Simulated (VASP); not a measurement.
Input of a VASP 6.6.1 run:

The input INCAR:

```
PREC     = Accurate       # precision mode
ENCUT    = 520            # plane-wave cutoff, eV
EDIFF    = 1E-6           # SCF threshold, eV
ISMEAR   = 0              # smearing method
SIGMA    = 0.02           # smearing width, eV
LREAL    = F              # projectors in reciprocal space
LASPH    = T              # aspherical terms in the spheres
NELM     = 80             # most SCF steps
ALGO     = Normal         # electronic algorithm
ISIF     = 2              # what is computed and relaxed
LWAVE    = F              # write WAVECAR
LCHARG   = F              # write CHGCAR
GGA      = PS             # functional
NBANDS   = 12             # bands
```

Contents of KPOINTS:

```
regular mesh
0
Gamma
  8 8 8
```

File POSCAR:

```
LiCl
1.0
    0.0000000000      2.5647600000      2.5647600000
    2.5647600000      0.0000000000      2.5647600000
    2.5647600000      2.5647600000      0.0000000000
Li Cl
1 1
Direct
    0.0000000000      0.0000000000      0.0000000000
    0.5292425022      0.4707574978      0.5292425022
```

Potentials or basis: VASP PAW PBE potentials, release 64 (Li_sv, Cl).

Launch:

```sh
$ cat potpaw_PBE.64/Li_sv/POTCAR potpaw_PBE.64/Cl/POTCAR > POTCAR
$ mpirun -np 1 vasp_std > vasp.out
```

(1) Predict the largest force.

(2) Predict the band gap on the k mesh.

Results:

(1) 0.128 eV/Å.

(2) 6.13 eV, direct.

Caveat: the cell differs from its parent crystal (one atom moved); the PAW data sets were made with another functional, which shifts forces and pressure a little.
